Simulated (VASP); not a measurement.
# NaCl (Pm-3m) in VASP: single point with LDA

Aim: the single point of NaCl with LDA.

Everything below comes from runs of VASP 6.6.1. Logs are shortened: lines on timing, memory, paths and dates and some standing lists are left out, and cuts for length are marked.

## 1. The cell of the first run

It takes space group Pm-3m (No. 221, cubic). The conventional cell has a = 3.370 Å, b = 3.370 Å, c = 3.370 Å, α = 90.00°, β = 90.00°, γ = 90.00°. Na (site symmetry m-3m) has 8 Cl at 2.92 Å and 6 Na at 3.37 Å within 3.8 Å. Within 3.8 Å of Cl (site symmetry m-3m) lie 8 Na at 2.92 Å and 6 Cl at 3.37 Å.

## 2. Single point, LDA

Input file INCAR:

```
PREC = Accurate
ENCUT = 520
EDIFF = 1E-6
ISMEAR = 0
SIGMA = 0.05
LREAL = F
LASPH = T
NELM = 100
ALGO = Normal
ISIF = 2
LWAVE = F
LCHARG = F
NBANDS = 14
```

Input file KPOINTS:

```
Automatic mesh
0
Gamma
  8 8 8
```

Input file POSCAR:

```
NaCl
1.0
    3.3697140160      0.0000000000      0.0000000000
    0.0000000000      3.3697140160      0.0000000000
    0.0000000000      0.0000000000      3.3697140160
Na Cl
1 1
Direct
    0.0000000000      0.0000000000      0.0000000000
    0.5000000000      0.5000000000      0.5000000000
```

Potentials or basis: VASP PAW LDA potentials, release 64 (Na_pv, Cl).

Run with:

```bash
cat potpaw_LDA.64/Na_pv/POTCAR potpaw_LDA.64/Cl/POTCAR > POTCAR
mpirun -np 1 vasp_std > vasp.out
```

OUTCAR:

```text
PREC = Accurate
   ENCUT = 520
   EDIFF = 1E-6
   ISMEAR = 0
   LREAL = F
   LASPH = T
   NELM = 100
   ISIF = 2

 ion  position               nearest neighbor table
   1  0.000  0.000  0.000-
   2  0.500  0.500  0.500-

  LATTYP: Found a simple cubic cell.
 ALAT       =     3.3697140160

  Lattice vectors:

 A1 = (   3.3697140160,   0.0000000000,   0.0000000000)
 A2 = (   0.0000000000,   3.3697140160,   0.0000000000)
 A3 = (   0.0000000000,   0.0000000000,   3.3697140160)

Analysis of symmetry for initial positions (statically):
=====================================================================
 Subroutine PRICEL returns:
 Original cell was already a primitive cell.

 Routine SETGRP: Setting up the symmetry group for a
 simple cubic supercell.

 Subroutine GETGRP returns: Found 48 space group operations
 (whereof 48 operations were pure point group operations)
 out of a pool of 48 trial point group operations.

The static configuration has the point symmetry O_h .

Analysis of symmetry for dynamics (positions and initial velocities):
=====================================================================
 Subroutine PRICEL returns:
 Original cell was already a primitive cell.

 Routine SETGRP: Setting up the symmetry group for a
 simple cubic supercell.

 Subroutine GETGRP returns: Found 48 space group operations
 (whereof 48 operations were pure point group operations)
 out of a pool of 48 trial point group operations.

The dynamic configuration has the point symmetry O_h .

 Subroutine INISYM returns: Found 48 space group operations
 (whereof 48 operations are pure point group operations),
 and found     1 'primitive' translations

----------------------------------------------------------------------------------------

                                     Primitive cell

  volume of cell :      38.2630

  direct lattice vectors                    reciprocal lattice vectors
     3.369714016  0.000000000  0.000000000     0.296761089  0.000000000  0.000000000
     0.000000000  3.369714016  0.000000000     0.000000000  0.296761089  0.000000000
     0.000000000  0.000000000  3.369714016     0.000000000  0.000000000  0.296761089

  length of vectors
     3.369714016  3.369714016  3.369714016     0.296761089  0.296761089  0.296761089

  position of ions in fractional coordinates (direct lattice)
     0.000000000  0.000000000  0.000000000
     0.500000000  0.500000000  0.500000000

  ion indices of the primitive-cell ions
   primitive index   ion index
                 1           1
                 2           2

----------------------------------------------------------------------------------------

 KPOINTS: Automatic mesh

Automatic generation of k-mesh.
 Grid dimensions read from file:
 generate k-points for:    8    8    8

 Generating k-lattice:

  Cartesian coordinates                     Fractional coordinates (reciprocal lattice)
     0.037095136  0.000000000  0.000000000     0.125000000  0.000000000  0.000000000
     0.000000000  0.037095136  0.000000000     0.000000000  0.125000000  0.000000000
     0.000000000  0.000000000  0.037095136     0.000000000  0.000000000  0.125000000

  Length of vectors
     0.037095136  0.037095136  0.037095136

  Shift w.r.t. Gamma in fractional coordinates (k-lattice)
     0.000000000  0.000000000  0.000000000

 Subroutine IBZKPT returns following result:
 ===========================================

 Found     35 irreducible k-points:

 Following reciprocal coordinates:
            Coordinates               Weight
  0.000000  0.000000  0.000000      1.000000
  0.125000  0.000000  0.000000      6.000000
  0.250000  0.000000  0.000000      6.000000
  0.375000  0.000000  0.000000      6.000000
  0.500000  0.000000  0.000000      3.000000
  0.125000  0.125000  0.000000     12.000000
[... 16 lines left out ...]
  0.375000  0.375000  0.125000     24.000000
  0.500000  0.375000  0.125000     24.000000
 [... further k-points ...]
   k-points           NKPTS =     35   k-points in BZ     NKDIM =     35   number of bands    NBANDS=     14
   number of dos      NEDOS =    301   number of ions     NIONS =      2
   total plane-waves  NPLWV =  21952
   dimension x,y,z NGX =    28 NGY =   28 NGZ =   28
   dimension x,y,z NGXF=    56 NGYF=   56 NGZF=   56
   ions per type =               1   1
   NGX,Y,Z   is equivalent  to a cutoff of  13.81, 13.81, 13.81 a.u.
   NGXF,Y,Z  is equivalent  to a cutoff of  27.63, 27.63, 27.63 a.u.
 SYSTEM =  unknown system
   PREC   = accura    normal or accurate (medium, high low for compatibility)
   ISTART =      0    job   : 0-new  1-cont  2-samecut
   ICHARG =      2    charge: 1-file 2-atom 10-const
   ISPIN  =      1    spin polarized calculation?
   LNONCOLLINEAR =      F non collinear calculations
   LSORBIT =      F    spin-orbit coupling
   LASPH  =      T    aspherical Exc in radial PAW
   ENCUT  =  520.0 eV  38.22 Ry    6.18 a.u.   6.27  6.27  6.27*2*pi/ulx,y,z
   NELM   =    100;   NELMIN=  2; NELMDL= -5     # of ELM steps
   EDIFF  = 0.1E-05   stopping-criterion for ELM
   LREAL  =      F    real-space projection
   EDIFFG = 0.1E-04   stopping-criterion for IOM
   NSW    =      0    number of steps for IOM
   IBRION =     -1    ionic relax: 0-MD 1-quasi-New 2-CG
   NFREE  =      0    steps in history (QN), initial steepest desc. (CG)
   ISIF   =      2    stress and relaxation
   ISYM   =      2    0-nonsym 1-usesym 2-fastsym
   POTIM  = 0.5000    time-step for ionic-motion
   TEBEG  =    0.0;   TEEND  =   0.0 temperature during run
   PSTRESS=    0.0 pullay stress
   NELECT =      14.0000    total number of electrons
   NUPDOWN=      -1.0000    fix difference up-down
   EMIN   =  10.00;   EMAX   =-10.00  energy-range for DOS
   EFERMI =   0.00;   METHOD = LEGACY
   ISMEAR =     0;   SIGMA  =   0.05  broadening in eV -4-tet -1-fermi 0-gaus
   EFERMI_NEDOS =   21; number of points for ismear=-14 and -15
   IALGO  =     38    algorithm
   IMIX   =      4    mixing-type and parameters
     AMIX     =   0.40;   BMIX     =  1.00
     AMIX_MAG =   1.60;   BMIX_MAG =  1.00
  volume/ion in A,a.u.               =      19.13       129.11
  Fermi-wavevector in a.u.,A,eV,Ry     =   1.170913  2.212704 18.654080  1.371036
  Thomas-Fermi vector in A             =   2.307364
   LORBIT       =      0    0 simple, 1 ext, 2 COOP (PROOUT), +10 PAW based schemes
   GGA     = CA    functional components
   LHFCALC =     F    Hartree Fock is set to
   AEXX    =    0.0000 exact exchange contribution
   IVDW    =     0    specifies the selected vdW correction
   LEPSILON=     F    determine dielectric tensor
   LRPA    =     F    only Hartree local field effects (RPA)
 non-spin polarized calculation
 Gauss-broadening in eV      SIGMA  =   0.05
  energy-cutoff  :      520.00
  volume of cell :       38.26
 maximum number of plane-waves:      1064
 NGX is ok and might be reduce to    28
   NGX = 13   NGY = 13   NGZ = 13

 number of electron      14.0000013 magnetization

 Free energy of the ion-electron system (eV)
  ---------------------------------------------------
  ext. energy  EPLUGINS =         0.00000000
  ---------------------------------------------------
  free energy    TOTEN  =        -7.12261288 eV

  energy without entropy =       -7.12261288  energy(sigma->0) =       -7.12261288

 E-fermi :   1.3749     XC(G=0):  -9.4718

 val. band max:        1.0873033491   @ k =   0.5000   0.5000   0.0000
 cond. band min:       5.0984822192   @ k =   0.0000   0.0000   0.0000
 fundamental gap:      4.0111788700
 Fermi energy:         1.3748722868

 k-point     1 :       0.0000    0.0000    0.0000
  band No.  band energies     occupation
      1     -20.8475      2.00000
      2     -20.8475      2.00000
      3     -20.8475      2.00000
      4     -12.6742      2.00000
      5       0.4736      2.00000
      6       0.4736      2.00000
      7       0.4736      2.00000
      8       5.0985      0.00000
      9       9.2100      0.00000
     10       9.2100      0.00000
     11      17.3220      0.00000
     12      17.3220      0.00000
     13      17.3224      0.00000
     14      17.4546      0.00000

 k-point     2 :       0.1250    0.0000    0.0000
  band No.  band energies     occupation
      1     -20.8577      2.00000
      2     -20.8466      2.00000
      3     -20.8466      2.00000
      4     -12.6058      2.00000
      5      -0.1418      2.00000
      6       0.5130      2.00000
      7       0.5130      2.00000
      8       5.5966      0.00000
      9       9.3960      0.00000
     10       9.6716      0.00000
     11      15.7557      0.00000
     12      15.7557      0.00000
     13      16.9611      0.00000
     14      17.4549      0.00000

 k-point     3 :       0.2500    0.0000    0.0000
  band No.  band energies     occupation
      1     -20.8820      2.00000
      2     -20.8444      2.00000
      3     -20.8444      2.00000
      4     -12.4326      2.00000
      5      -1.2800      2.00000
      6       0.6112      2.00000
      7       0.6112      2.00000
      8       6.5288      0.00000
      9       9.9392      0.00000
     10      10.5013      0.00000
     11      14.2929      0.00000
     12      14.2929      0.00000
     13      16.6601      0.00000
     14      16.8687      0.00000

 k-point     4 :       0.3750    0.0000    0.0000
  band No.  band energies     occupation
      1     -20.9062      2.00000
      2     -20.8423      2.00000
      3     -20.8423      2.00000
      4     -12.2464      2.00000
      5      -2.1876      2.00000
      6       0.7141      2.00000
      7       0.7141      2.00000
      8       7.4733      0.00000
      9      10.4994      0.00000
     10      10.7541      0.00000
     11      13.3076      0.00000
     12      13.3076      0.00000
     13      14.8955      0.00000
     14      18.1007      0.00000

 k-point     5 :       0.5000    0.0000    0.0000
  band No.  band energies     occupation
      1     -20.9161      2.00000
      2     -20.8414      2.00000
      3     -20.8414      2.00000
      4     -12.1649      2.00000
      5      -2.5262      2.00000
      6       0.7581      2.00000
      7       0.7581      2.00000
      8       8.0080      0.00000
      9      10.1347      0.00000
     10      11.3299      0.00000
     11      12.9610      0.00000
[... 276 lines left out ...]
 k-point    22 :       0.5000    0.2500    0.1250
  band No.  band energies     occupation
      1     -20.9056      2.00000
      2     -20.8692      2.00000
      3     -20.8468      2.00000
      4     -11.9447      2.00000
      5      -2.0566      2.00000
      6      -0.5686      2.00000
      7       0.4824      2.00000
      8       7.9964      0.00000
      9       9.8690      0.00000
     10      10.5981      0.00000
     11      12.8247      0.00000
     12      14.2891      0.00000
     13      14.6863      0.00000
     14      18.7127      0.00000

 k-point    23 :       0.3750    0.3750    0.1250
  band No.  band energies     occupation
      1     -20.8928      2.00000
      2     -20.8902      2.00000
      3     -20.8456      2.00000
      4     -11.8742      2.00000
      5      -1.5378      2.00000
      6      -1.3844      2.00000
      7       0.5575      2.00000
      8       7.2399      0.00000
      9      10.1471      0.00000
     10      11.1638      0.00000
     11      12.3052      0.00000
     12      14.7156      0.00000
     13      14.8568      0.00000
     14      18.5649      0.00000

 k-point    24 :       0.5000    0.3750    0.1250
  band No.  band energies     occupation
      1     -20.9000      2.00000
      2     -20.8894      2.00000
      3     -20.8447      2.00000
      4     -11.8140      2.00000
      5      -1.7599      2.00000
      6      -1.3344      2.00000
      7       0.6165      2.00000
      8       6.8506      0.00000
      9      10.6077      0.00000
     10      10.8466      0.00000
     11      12.1978      0.00000
     12      14.9162      0.00000
     13      14.9977      0.00000
     14      18.1356      0.00000

 [... further k-points ...]
[... 5 lines left out ...]
  --------------------------------------------------------------------------------------
  -------------------------------------------------------------------------------------
  Total       -0.0067981     -0.0067981     -0.0067981     -0.0000000      0.0000000      0.0000000
  in kB       -0.2846551     -0.2846551     -0.2846551     -0.0000000      0.0000000      0.0000000
  external PRESSURE =      -0.2846551 kB  Pullay stress =       0.0000000 kB

 VOLUME and BASIS-vectors are now :
 -----------------------------------------------------------------------------
  energy-cutoff  :      520.00
  volume of cell :       38.26
      direct lattice vectors                 reciprocal lattice vectors
     3.369714016  0.000000000  0.000000000     0.296761089  0.000000000  0.000000000
     0.000000000  3.369714016  0.000000000     0.000000000  0.296761089  0.000000000
     0.000000000  0.000000000  3.369714016     0.000000000  0.000000000  0.296761089

 POSITION                                       TOTAL-FORCE (eV/Angst)
 -----------------------------------------------------------------------------------
      0.00000      0.00000      0.00000         0.000000      0.000000      0.000000
      1.68486      1.68486      1.68486         0.000000      0.000000      0.000000
 -----------------------------------------------------------------------------------
    total drift:                               -0.000000      0.000000      0.000000

  FREE ENERGIE OF THE ION-ELECTRON SYSTEM (eV)
  ---------------------------------------------------
  free  energy   TOTEN  =        -7.1226128844 eV

  energy  without entropy=       -7.1226128844  energy(sigma->0) =       -7.12261288
```

Wall time 8.9 s (1 thread of Intel Xeon Platinum 8559C (Emerald Rapids), shared host); peak memory 0.14 GiB.

What came out:

- Free energy: -7.1226 eV
- Pressure: 0.0 GPa
- Band gap on the k mesh: 4.01 eV, indirect (least direct gap 4.62 eV)

A k mesh can miss the band edges. A hybrid or GW would open this gap; LDA tends to underestimate it.
